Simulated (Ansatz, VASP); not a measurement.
One calculation of ZnS, two programs

```
Zn S
1.0
     3.88722    0.00000    0.00000
    -1.94361    3.36643    0.00000
     0.00000    0.00000    6.23400
Zn S
2 2
Cartesian
  0.0000 2.2443 0.0000
  1.9436 1.1221 3.1170
  0.0000 2.2443 2.4001
  1.9436 1.1221 5.5171
```

Change from the starting cell: equal xx and yy strain of +2 %.

Alike in both runs: task single point; functional PBEsol; k mesh 8 × 8 × 5; occupations fermi-dirac, width 0.03 eV; no spin polarisation.

|  | VASP | Ansatz |
| --- | --- | --- |
| version | VASP 6.6.1 | Ansatz 0.2.0 |
| potentials or method | VASP PAW PBE potentials, release 64 (Zn, S), cutoff 520 eV | all-electron LAPW, scalar-relativistic |

|  | VASP | Ansatz | Ansatz less VASP |
| --- | --- | --- | --- |
| gap on the k mesh at the Fermi level (eV) | 1.90 | 1.90 | 0.000 |
| pressure (GPa) | -3.9 | -4.0 | -0.16 |
| traceless stress, the component that is largest in VASP (GPa) | 0.57 | 0.57 | -0.001 |
| rms of the force components (eV/Å) | 0.111 | 0.111 | -0.0004 |

VASP's potentials were made for PBE, not for PBEsol. Atom by atom the forces differ by 0.000 eV/Å (rms over components). Ansatz ran all-electron here, and VASP with PAW potentials.
